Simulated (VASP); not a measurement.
**GaAs: single point with r2SCAN**

GaAs:

```
Ga As
1.0
     2.86176    2.86176    0.00000
    -2.86176    2.86176    0.00000
     0.00000    2.86176    2.81643
Ga As
1 1
Direct
  0.00000 0.00000 0.00000
  0.75000 0.25000 0.50000
```

This cell differs from its parent crystal: in-plane strain +0.01.

```yaml
Program: VASP 6.6.1
Task: single point
Functional: r2SCAN
Potentials_or_basis: VASP PAW PBE potentials, release 64 (Ga_d, As)
Cutoff: 520 eV
k_mesh: 8 × 8 × 8
Occupations: gaussian, width 0.01 eV
Spin: no spin polarisation
```

| Property | Result |
| --- | --- |
| Pressure | -0.9 GPa |
| Band gap on the k mesh | 0.77 eV, direct |

Stress tensor (GPa, compression positive):
```
-1.24  0.00  0.00
 0.00 -1.24  0.00
 0.00  0.00 -0.21
```

Levels at points of the mesh, in eV from the valence-band top:
```
           k point  band 7  band 8  band 9  band 10  band 11  band 12
(0.00, 0.00, 0.00)   -0.09   -0.09    0.00     0.77     3.94     3.99
(0.50, 0.00, 0.00)   -6.76   -1.28   -1.15     1.23     4.87     4.98
(0.50, 0.50, 0.00)   -6.99   -2.73   -2.72     1.77     1.95    10.57
(0.00, 0.00, 0.50)   -6.89   -2.83   -2.83     1.67     1.79    10.63
```

It took 94 s on 1 thread of Intel(R) Xeon(R) 6975P-C (Granite Rapids) (shared host), peak memory 0.2 GiB.

Caveat: the cell differs from its parent crystal (in-plane strain +0.01); the PAW data sets were made with another functional, which shifts forces and pressure a little. A k mesh can miss the band edges.
